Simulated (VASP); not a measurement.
# Pt in VASP: relaxation of the atoms with LDA

Aim: the relaxation of the atoms of Pt with LDA.

All numbers are computed with VASP 6.6.1; they aren't measurements. Logs are shortened: lines on timing, memory, paths and dates and some standing lists are left out, and cuts for length are marked.

### 1 The cell of the first run

The cell holds a slab with vacuum, 6 atoms: a = 2.775 Å, b = 2.775 Å, c = 28.328 Å, α = 90.00°, β = 90.00°, γ = 60.00°.

### 2 Relaxation of the atoms, LDA

INCAR reads:

```
PREC = Accurate
ENCUT = 520
EDIFF = 1E-6
ISMEAR = 0
SIGMA = 0.1
LREAL = False
LASPH = True
NELM = 100
ALGO = Normal
ISIF = 2
LWAVE = False
LCHARG = False
LDIPOL = True
IDIPOL = 3
DIPOL = 0.5 0.5 0.500
IBRION = 2
NSW = 80
EDIFFG = -0.01
```

KPOINTS reads:

```
regular mesh
0
Gamma
  18 18 1
```

POSCAR reads:

```
Pt
1.0
    2.7746870094      0.0000000000      0.0000000000
    1.3873435047      2.4029494377      0.0000000000
    0.0000000000      0.0000000000     28.3276122815
Pt
6
Direct
    0.0000000000      0.0000000000      0.3000605881
    0.3333333333      0.3333333333      0.3800363528
    0.6666666667      0.6666666667      0.4600121176
    0.0000000000      0.0000000000      0.5399878824
    0.3333333333      0.3333333333      0.6199636472
    0.6666666667      0.6666666667      0.6999394119
```

Potentials or basis: VASP PAW LDA potentials, release 64 (Pt).

Run with:

```bash
$ cat potpaw_LDA.64/Pt/POTCAR > POTCAR
$ mpirun -np 1 vasp_std > vasp.out
```

OUTCAR:

```text
PREC = Accurate
   ENCUT = 520
   EDIFF = 1E-6
   ISMEAR = 0
   LREAL = False
   LASPH = True
   NELM = 100
   ISIF = 2
   IBRION = 2
   NSW = 80
   EDIFFG = -0.01

 ion  position               nearest neighbor table
   1  0.000  0.000  0.300-   2 2.77   2 2.77   2 2.77
   2  0.333  0.333  0.380-   1 2.77   1 2.77   1 2.77   3 2.77   3 2.77   3 2.77
   3  0.667  0.667  0.460-   4 2.77   2 2.77   2 2.77   4 2.77   4 2.77   2 2.77
   4  0.000  0.000  0.540-   3 2.77   5 2.77   3 2.77   5 2.77   3 2.77   5 2.77
   5  0.333  0.333  0.620-   6 2.77   6 2.77   6 2.77   4 2.77   4 2.77   4 2.77
   6  0.667  0.667  0.700-   5 2.77   5 2.77   5 2.77

  LATTYP: Found a hexagonal cell.
 ALAT       =     2.7746870094
 C/A-ratio  =    10.2093000708

  Lattice vectors:

 A1 = (  -1.3873435047,  -2.4029494377,   0.0000000000)
 A2 = (   2.7746870094,   0.0000000000,   0.0000000000)
 A3 = (   0.0000000000,   0.0000000000,  28.3276122815)

Analysis of symmetry for initial positions (statically):
=====================================================================
 Subroutine PRICEL returns:
 Original cell was already a primitive cell.

 Routine SETGRP: Setting up the symmetry group for a
 hexagonal supercell.

 Subroutine GETGRP returns: Found 12 space group operations
 (whereof  6 operations were pure point group operations)
 out of a pool of 24 trial point group operations.

The static configuration has the point symmetry C_3v.
 The point group associated with its full space group is D_3d.

Analysis of symmetry for dynamics (positions and initial velocities):
=====================================================================
 Subroutine PRICEL returns:
 Original cell was already a primitive cell.

 Routine SETGRP: Setting up the symmetry group for a
 hexagonal supercell.

 Subroutine GETGRP returns: Found 12 space group operations
 (whereof  6 operations were pure point group operations)
 out of a pool of 24 trial point group operations.

The dynamic configuration has the point symmetry C_3v.
 The point group associated with its full space group is D_3d.

 Subroutine INISYM returns: Found 12 space group operations
 (whereof  6 operations are pure point group operations),
 and found     1 'primitive' translations

----------------------------------------------------------------------------------------

                                     Primitive cell

  volume of cell :     188.8724

  direct lattice vectors                    reciprocal lattice vectors
     2.774687009  0.000000000  0.000000000     0.360401010 -0.208077620  0.000000000
     1.387343505  2.402949438  0.000000000     0.000000000  0.416155240  0.000000000
     0.000000000  0.000000000 28.327612281     0.000000000  0.000000000  0.035301246

  length of vectors
     2.774687009  2.774687009 28.327612281     0.416155240  0.416155240  0.035301246

  position of ions in fractional coordinates (direct lattice)
     0.000000000  0.000000000  0.300060588
     0.333333333  0.333333333  0.380036353
     0.666666667  0.666666667  0.460012118
     0.000000000  0.000000000  0.539987882
     0.333333333  0.333333333  0.619963647
     0.666666667  0.666666667  0.699939412

  ion indices of the primitive-cell ions
   primitive index   ion index
                 1           1
                 2           2
                 3           3
                 4           4
                 5           5
                 6           6

----------------------------------------------------------------------------------------

 KPOINTS: regular mesh

Automatic generation of k-mesh.
 Grid dimensions read from file:
 generate k-points for:   18   18    1

 Generating k-lattice:

  Cartesian coordinates                     Fractional coordinates (reciprocal lattice)
     0.020022278 -0.011559868  0.000000000     0.055555556  0.000000000  0.000000000
     0.000000000  0.023119736  0.000000000     0.000000000  0.055555556  0.000000000
     0.000000000  0.000000000  0.035301246     0.000000000  0.000000000  1.000000000

  Length of vectors
     0.023119736  0.023119736  0.035301246

  Shift w.r.t. Gamma in fractional coordinates (k-lattice)
     0.000000000  0.000000000  0.000000000

 Subroutine IBZKPT returns following result:
 ===========================================

 Found     37 irreducible k-points:

 Following reciprocal coordinates:
            Coordinates               Weight
  0.000000  0.000000  0.000000      1.000000
  0.055556  0.000000  0.000000      6.000000
  0.111111  0.000000  0.000000      6.000000
  0.166667  0.000000  0.000000      6.000000
  0.222222 -0.000000  0.000000      6.000000
  0.277778  0.000000  0.000000      6.000000
[... 16 lines left out ...]
  0.444444  0.111111  0.000000     12.000000
  0.500000  0.111111  0.000000     12.000000
 [... further k-points ...]
   k-points           NKPTS =     37   k-points in BZ     NKDIM =     37   number of bands    NBANDS=     36
   number of dos      NEDOS =    301   number of ions     NIONS =      6
   total plane-waves  NPLWV = 124416
   dimension x,y,z NGX =    24 NGY =   24 NGZ =  216
   dimension x,y,z NGXF=    48 NGYF=   48 NGZF=  432
   ions per type =               6
   NGX,Y,Z   is equivalent  to a cutoff of  14.38, 14.38, 12.68 a.u.
   NGXF,Y,Z  is equivalent  to a cutoff of  28.76, 28.76, 25.35 a.u.
 SYSTEM =  unknown system
   PREC   = accura    normal or accurate (medium, high low for compatibility)
   ISTART =      0    job   : 0-new  1-cont  2-samecut
   ICHARG =      2    charge: 1-file 2-atom 10-const
   ISPIN  =      1    spin polarized calculation?
   LNONCOLLINEAR =      F non collinear calculations
   LSORBIT =      F    spin-orbit coupling
   LASPH  =      T    aspherical Exc in radial PAW
   ENCUT  =  520.0 eV  38.22 Ry    6.18 a.u.   5.16  5.16 52.67*2*pi/ulx,y,z
   NELM   =    100;   NELMIN=  2; NELMDL= -5     # of ELM steps
   EDIFF  = 0.1E-05   stopping-criterion for ELM
   LREAL  =      F    real-space projection
   EDIFFG = -.1E-01   stopping-criterion for IOM
   NSW    =     80    number of steps for IOM
   IBRION =      2    ionic relax: 0-MD 1-quasi-New 2-CG
   NFREE  =      1    steps in history (QN), initial steepest desc. (CG)
   ISIF   =      2    stress and relaxation
   ISYM   =      2    0-nonsym 1-usesym 2-fastsym
   POTIM  = 0.5000    time-step for ionic-motion
   TEBEG  =    0.0;   TEEND  =   0.0 temperature during run
   PSTRESS=    0.0 pullay stress
   NELECT =      60.0000    total number of electrons
   NUPDOWN=      -1.0000    fix difference up-down
   EMIN   =  10.00;   EMAX   =-10.00  energy-range for DOS
   EFERMI =   0.00;   METHOD = LEGACY
   ISMEAR =     0;   SIGMA  =   0.10  broadening in eV -4-tet -1-fermi 0-gaus
   EFERMI_NEDOS =   21; number of points for ismear=-14 and -15
   IALGO  =     38    algorithm
   IMIX   =      4    mixing-type and parameters
     AMIX     =   0.40;   BMIX     =  1.00
     AMIX_MAG =   1.60;   BMIX_MAG =  1.00
  volume/ion in A,a.u.               =      31.48       212.43
  Fermi-wavevector in a.u.,A,eV,Ry     =   1.117041  2.110901 16.977080  1.247780
  Thomas-Fermi vector in A             =   2.253660
   LORBIT       =      0    0 simple, 1 ext, 2 COOP (PROOUT), +10 PAW based schemes
   GGA     = CA    functional components
   LHFCALC =     F    Hartree Fock is set to
   AEXX    =    0.0000 exact exchange contribution
   IVDW    =     0    specifies the selected vdW correction
   LEPSILON=     F    determine dielectric tensor
   LRPA    =     F    only Hartree local field effects (RPA)
 conjugate gradient relaxation of ions
 non-spin polarized calculation
 Gauss-broadening in eV      SIGMA  =   0.10
  energy-cutoff  :      520.00
  volume of cell :      188.87
 maximum number of plane-waves:      5123
 NGX is ok and might be reduce to    24
   NGX = 11   NGY = 11   NGZ =105

--------------------------------------- Ionic step        1  -------------------------------------------

 number of electron      60.0000002 magnetization

 Free energy of the ion-electron system (eV)
  ---------------------------------------------------
  ext. energy  EPLUGINS =         0.00000000
  ---------------------------------------------------
  free energy    TOTEN  =       -43.31842079 eV

  energy without entropy =      -43.25571334  energy(sigma->0) =      -43.28706707

------------------------ aborting loop because EDIFF is reached ----------------------------------------

  FORCE on cell =-STRESS in cart. coord.  units (eV):
  Direction    XX          YY          ZZ          XY          YZ          ZX
  --------------------------------------------------------------------------------------
  -------------------------------------------------------------------------------------
  Total       -8.2571934     -8.2571934     -2.7100448      0.0000000      0.0000000      0.0000000
  in kB      -70.0445638    -70.0445638    -22.9889137      0.0000000      0.0000000      0.0000000
  external PRESSURE =     -54.3593471 kB  Pullay stress =       0.0000000 kB
[... 101 lines left out ...]
  FREE ENERGIE OF THE ION-ELECTRON SYSTEM (eV)
  ---------------------------------------------------
  free  energy   TOTEN  =       -43.3287345008 eV

  energy  without entropy=      -43.2668111423  energy(sigma->0) =      -43.29777282

 dipolmoment           0.000000      0.000000     -0.000000 electrons x Angstroem

[... ionic steps 4 to 8 ...]

--------------------------------------- Ionic step        9  -------------------------------------------

 number of electron      60.0000007 magnetization

------------------------ aborting loop because EDIFF is reached ----------------------------------------
[... 75 lines left out ...]
--------------------------------------- Ionic step       11  -------------------------------------------

 number of electron      60.0000007 magnetization

 dipolmoment           0.000000      0.000000      0.000000 electrons x Angstroem

 Free energy of the ion-electron system (eV)
  ---------------------------------------------------
  ext. energy  EPLUGINS =         0.00000000
  ---------------------------------------------------
  free energy    TOTEN  =       -43.34397256 eV

  energy without entropy =      -43.28151627  energy(sigma->0) =      -43.31274442

 E-fermi :   2.1542     XC(G=0):  -7.1785

 val. band max:        2.1541212808   @ k =   0.1111   0.0556   0.0000
 cond. band min:       2.1684824169   @ k =   0.2778   0.0556   0.0000
 fundamental gap:      0.0143611361
 Fermi energy:         2.1541574691

 k-point     1 :       0.0000    0.0000    0.0000
  band No.  band energies     occupation
      1      -8.0053      2.00000
      2      -7.1710      2.00000
      3      -6.1834      2.00000
      4      -5.4748      2.00000
      5      -5.0624      2.00000
      6      -5.0113      2.00000
[... 925 lines left out ...]
     35       6.3199      0.00000
     36       7.1157      0.00000

 [... further k-points ...]

------------------------ aborting loop because EDIFF is reached ----------------------------------------

 vacuum level on the upper side and lower side of the slab       (xc-potential included)        -0.014        -0.014

  FORCE on cell =-STRESS in cart. coord.  units (eV):
  Direction    XX          YY          ZZ          XY          YZ          ZX
  --------------------------------------------------------------------------------------
  -------------------------------------------------------------------------------------
  Total       -6.4179718     -6.4179718     -0.0821646      0.0000000      0.0000000     -0.0000000
  in kB      -54.4427161    -54.4427161     -0.6969900      0.0000000      0.0000000     -0.0000000
  external PRESSURE =     -36.5274740 kB  Pullay stress =       0.0000000 kB
[... 21 lines left out ...]
  FREE ENERGIE OF THE ION-ELECTRON SYSTEM (eV)
  ---------------------------------------------------
  free  energy   TOTEN  =       -43.3439725613 eV

  energy  without entropy=      -43.2815162736  energy(sigma->0) =      -43.31274442

 reached required accuracy - stopping structural energy minimisation

 vacuum level on the upper side and lower side of the slab         8.208         8.208
```

It took 18 min on 1 thread of Intel Xeon 6975P-C (Granite Rapids), shared host; peak memory 0.38 GiB.

Results:

- Free energy: -43.3440 eV
- Energy gained by relaxing: 4.3 meV/atom
- Ionic steps: 11
- Largest force after relaxing: 0.004 eV/Å
- Band gap on the k mesh: zero (bands 30 and 31 overlap by 1.55 eV)

Forces on the atoms (eV/Å):
```
Pt   0.000  0.000  0.004
Pt   0.000  0.000 -0.003
Pt   0.000  0.000 -0.002
Pt   0.000  0.000  0.002
Pt   0.000  0.000  0.003
Pt   0.000  0.000 -0.004
```

Step by step:
| step | energy change (eV) | largest force (eV/Å) | pressure (GPa) |
| --- | --- | --- | --- |
| 1 | 0.0000 | 0.2081 | -5.44 |
| 2 | -0.0046 | 0.1340 | -5.34 |
| 3 | -0.0103 | 0.2075 | -5.10 |
| 4 | -0.0139 | 0.1820 | -4.95 |
| 5 | -0.0193 | 0.1206 | -4.61 |
| 6 | -0.0170 | 0.4294 | -3.86 |
| 7 | -0.0206 | 0.1936 | -4.35 |
| 8 | -0.0233 | 0.1413 | -4.10 |
| 9 | -0.0254 | 0.0515 | -3.67 |
| 10 | -0.0255 | 0.0370 | -3.60 |
| 11 | -0.0256 | 0.0036 | -3.65 |

Final structure:
```xyz
6
Lattice="2.7747 0.0000 0.0000 1.3873 2.4029 0.0000 0.0000 0.0000 28.3276" Properties=species:S:1:pos:R:3 pbc="T T T"
Pt    0.0000    0.0000    8.5859
Pt    1.3873    0.8010   10.8385
Pt    2.7747    1.6020   13.0574
Pt    0.0000    0.0000   15.2702
Pt    1.3873    0.8010   17.4892
Pt    2.7747    1.6020   19.7417
```

Caveat: the highest band is partly filled, so the run has too few bands; spin-orbit coupling is left out, which moves the levels of the heavy elements.
